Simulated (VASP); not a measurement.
# Si2Se (P4_2/mmc) in VASP: further runs, part 2 of 2

VASP 6.6.1. The steps go on from the part before.

### Step 4. Single point, PBE

This run uses another cell than the first one, of 33.61 Å³/atom.

INCAR reads:

```
SYSTEM = Si2Se
  PREC = Accurate
  ENCUT = 520
  EDIFF = 1E-7
  ISMEAR = 0
  SIGMA = 0.1
  LREAL = .FALSE.
  LASPH = .TRUE.
  NELM = 80
  ALGO = Normal
  ISIF = 2
  LWAVE = .FALSE.
  LCHARG = .FALSE.
  GGA = PE
  NBANDS = 23
```

KPOINTS reads:

```
Automatic mesh
0
G
  8 8 4
  0 0 0
```

POSCAR reads:

```
Si2Se
1.0
    4.5929835493      0.0000000000      0.0000000000
    0.0000000000      4.5929835493      0.0000000000
    0.0000000000      0.0000000000      9.5582894876
Si Se
4 2
Direct
    0.5000000000      0.5000000000      0.6229861794
    0.5000000000      0.5000000000      0.1229861794
    0.5000000000      0.5000000000      0.3770138206
    0.5000000000      0.5000000000      0.8770138206
    0.0000000000      0.5000000000      0.0000000000
    0.5000000000      0.0000000000      0.5000000000
```

Potentials or basis: VASP PAW PBE potentials, release 64 (Si, Se).

Command:

```sh
cat potpaw_PBE.64/Si/POTCAR potpaw_PBE.64/Se/POTCAR > POTCAR
mpirun -np 1 vasp_std > vasp.out
```

OUTCAR:

```text
SYSTEM = Si2Se
   PREC = Accurate
   ENCUT = 520
   EDIFF = 1E-7
   ISMEAR = 0
   LREAL = .FALSE.
   LASPH = .TRUE.
   NELM = 80
   ISIF = 2
   GGA = PE

 ion  position               nearest neighbor table
   1  0.500  0.500  0.623-   3 2.35   4 2.43   6 2.58   6 2.58
   2  0.500  0.500  0.123-   4 2.35   3 2.43   5 2.58   5 2.58
   3  0.500  0.500  0.377-   1 2.35   2 2.43   6 2.58   6 2.58
   4  0.500  0.500  0.877-   2 2.35   1 2.43   5 2.58   5 2.58
   5  0.000  0.500  0.000-   2 2.58   4 2.58   2 2.58   4 2.58
   6  0.500  0.000  0.500-   1 2.58   3 2.58   1 2.58   3 2.58

  LATTYP: Found a simple tetragonal cell.
 ALAT       =     4.5929835493
 C/A-ratio  =     2.0810632969

  Lattice vectors:

 A1 = (   4.5929835493,   0.0000000000,   0.0000000000)
 A2 = (   0.0000000000,   4.5929835493,   0.0000000000)
 A3 = (   0.0000000000,   0.0000000000,   9.5582894876)

Analysis of symmetry for initial positions (statically):
=====================================================================
 Subroutine PRICEL returns:
 Original cell was already a primitive cell.

 Routine SETGRP: Setting up the symmetry group for a
 simple tetragonal supercell.

 Subroutine GETGRP returns: Found 16 space group operations
 (whereof  8 operations were pure point group operations)
 out of a pool of 16 trial point group operations.

The static configuration has the point symmetry D_2h.
 The point group associated with its full space group is D_4h.

Analysis of symmetry for dynamics (positions and initial velocities):
=====================================================================
 Subroutine PRICEL returns:
 Original cell was already a primitive cell.

 Routine SETGRP: Setting up the symmetry group for a
 simple tetragonal supercell.

 Subroutine GETGRP returns: Found 16 space group operations
[... 132 lines left out ...]
     AMIX_MAG =   1.60;   BMIX_MAG =  1.00
  volume/ion in A,a.u.               =      33.61       226.79
  Fermi-wavevector in a.u.,A,eV,Ry     =   0.847756  1.602026  9.778374  0.718690
  Thomas-Fermi vector in A             =   1.963312
   LORBIT       =      0    0 simple, 1 ext, 2 COOP (PROOUT), +10 PAW based schemes
   GGA     = PE    functional components
   LHFCALC =     F    Hartree Fock is set to
   AEXX    =    0.0000 exact exchange contribution
   IVDW    =     0    specifies the selected vdW correction
   LEPSILON=     F    determine dielectric tensor
   LRPA    =     F    only Hartree local field effects (RPA)
 non-spin polarized calculation
 Gauss-broadening in eV      SIGMA  =   0.10
  energy-cutoff  :      520.00
  volume of cell :      201.64
 maximum number of plane-waves:      5475
 NGX is ok and might be reduce to    36
   NGX = 17   NGY = 17   NGZ = 35

 number of electron      27.9999999 magnetization

 Free energy of the ion-electron system (eV)
  ---------------------------------------------------
  ext. energy  EPLUGINS =         0.00000000
  ---------------------------------------------------
  free energy    TOTEN  =       -23.57577267 eV

  energy without entropy =      -23.55951773  energy(sigma->0) =      -23.56764520

 E-fermi :   1.7909     XC(G=0):  -7.3237

 val. band max:        1.7745358172   @ k =   0.2500   0.0000   0.5000
 cond. band min:       1.7954848035   @ k =   0.0000   0.0000   0.0000
 fundamental gap:      0.0209489863
 Fermi energy:         1.7908618496

 k-point     1 :       0.0000    0.0000    0.0000
  band No.  band energies     occupation
      1     -12.2625      2.00000
      2     -12.1282      2.00000
      3      -6.5147      2.00000
      4      -6.1795      2.00000
      5      -4.5826      2.00000
      6      -3.7173      2.00000
[... 613 lines left out ...]
     22       6.7092      0.00000
     23       7.1097      0.00000

 [... further k-points ...]

------------------------ aborting loop because EDIFF is reached ----------------------------------------

  FORCE on cell =-STRESS in cart. coord.  units (eV):
  Direction    XX          YY          ZZ          XY          YZ          ZX
  --------------------------------------------------------------------------------------
  -------------------------------------------------------------------------------------
  Total        0.0014196      0.0014196      0.0107475      0.0000000      0.0000000      0.0000000
  in kB        0.0112803      0.0112803      0.0853980      0.0000000      0.0000000      0.0000000
  external PRESSURE =       0.0359862 kB  Pullay stress =       0.0000000 kB

 VOLUME and BASIS-vectors are now :
 -----------------------------------------------------------------------------
  energy-cutoff  :      520.00
  volume of cell :      201.64
      direct lattice vectors                 reciprocal lattice vectors
     4.592983549  0.000000000  0.000000000     0.217723401  0.000000000  0.000000000
     0.000000000  4.592983549  0.000000000     0.000000000  0.217723401  0.000000000
     0.000000000  0.000000000  9.558289488     0.000000000  0.000000000  0.104621230

 POSITION                                       TOTAL-FORCE (eV/Angst)
 -----------------------------------------------------------------------------------
      2.29649      2.29649      5.95468         0.000000      0.000000      0.006172
      2.29649      2.29649      1.17554         0.000000      0.000000      0.006172
      2.29649      2.29649      3.60361         0.000000      0.000000     -0.006172
      2.29649      2.29649      8.38275         0.000000      0.000000     -0.006172
      0.00000      2.29649      0.00000         0.000000      0.000000      0.000000
      2.29649      0.00000      4.77914         0.000000      0.000000      0.000000
 -----------------------------------------------------------------------------------
    total drift:                                0.000000      0.000000      0.000000

  FREE ENERGIE OF THE ION-ELECTRON SYSTEM (eV)
  ---------------------------------------------------
  free  energy   TOTEN  =       -23.5757726694 eV

  energy  without entropy=      -23.5595177316  energy(sigma->0) =      -23.56764520
```

OSZICAR:

```text
N       E                     dE             d eps       ncg     rms          rms(c)
DAV:   1     0.107620718807E+03    0.10762E+03   -0.10235E+04  2070   0.961E+02
DAV:   2    -0.139403466628E+02   -0.12156E+03   -0.11647E+03  2778   0.153E+02
DAV:   3    -0.238335344218E+02   -0.98932E+01   -0.96919E+01  2659   0.440E+01
DAV:   4    -0.240425155774E+02   -0.20898E+00   -0.20876E+00  2493   0.766E+00
DAV:   5    -0.240478141278E+02   -0.52986E-02   -0.52974E-02  2881   0.122E+00    0.756E+00
DAV:   6    -0.236666050106E+02    0.38121E+00   -0.46011E-01  2535   0.250E+00    0.442E+00
DAV:   7    -0.235734768263E+02    0.93128E-01   -0.37239E-01  2630   0.230E+00    0.623E-01
DAV:   8    -0.235738527973E+02   -0.37597E-03   -0.42636E-02  2441   0.960E-01    0.314E-01
DAV:   9    -0.235749530604E+02   -0.11003E-02   -0.35803E-03  2618   0.276E-01    0.122E-01
DAV:  10    -0.235755400669E+02   -0.58701E-03   -0.80928E-04  2382   0.120E-01    0.429E-02
DAV:  11    -0.235757142971E+02   -0.17423E-03   -0.18719E-04  2534   0.642E-02    0.138E-02
DAV:  12    -0.235757611811E+02   -0.46884E-04   -0.38687E-05  2391   0.287E-02    0.958E-03
DAV:  13    -0.235757719742E+02   -0.10793E-04   -0.13536E-05  2533   0.173E-02    0.221E-03
DAV:  14    -0.235757727630E+02   -0.78889E-06   -0.17981E-06  2587   0.632E-03    0.136E-03
DAV:  15    -0.235757726694E+02    0.93604E-07   -0.27950E-07  2356   0.264E-03
   1 F= -.23575773E+02 E0= -.23567645E+02  d E =-.162549E-01
```

stdout:

```text
POSCAR found type information on POSCAR SiSe
 POSCAR found :  2 types and       6 ions
 scaLAPACK will be used
 LDA part: xc-table for (Slater+PW92), standard interpolation
 POSCAR, INCAR and KPOINTS ok, starting setup
 FFT: planning ... GRIDC
 FFT: planning ... GRID_SOFT
 FFT: planning ... GRID
 WAVECAR not read
 entering main loop
```

Run time: 1.7 min. Hardware: 1 thread of Intel Xeon Platinum 8488C (Sapphire Rapids), shared host; peak memory 0.38 GiB.

Results:

| Item | Value |
| --- | --- |
| Free energy | -23.5758 eV |
| Pressure | 0.0 GPa |
| Largest force | 0.006 eV/Å |
| Band gap on the k mesh | zero (bands 14 and 15 overlap by 1.11 eV) |

Forces in eV/Å, atoms in the order of the input:
```
Si   0.000  0.000  0.006
Si   0.000  0.000  0.006
Si   0.000  0.000 -0.006
Si   0.000  0.000 -0.006
Se   0.000  0.000  0.000
Se   0.000  0.000  0.000
```

### Step 5. Summary

```csv
cell,k mesh,smearing,gap on the mesh (eV),pressure (GPa),largest force (eV/Å)
"a = 4.510, b = 4.510, c = 9.546 Å, 6 atoms, atomic positions A",4 × 4 × 4,gaussian 0.1 eV,none,0.2,0.02
"a = 4.395, b = 4.395, c = 9.739 Å, 6 atoms, atomic positions B",8 × 8 × 4,fermi-dirac 0.1 eV,none,0.0,0.01
"a = 4.593, b = 4.593, c = 9.558 Å, 6 atoms, atomic positions C",8 × 8 × 4,gaussian 0.1 eV,none,0.0,0.01
```

Alike in all rows: task single point; level PBE; potentials or basis VASP PAW PBE potentials, release 64 (Si, Se); no spin polarisation; cutoff (eV) 520.

Total energies depend on the potentials used, so only differences within one code and one set of settings carry meaning.
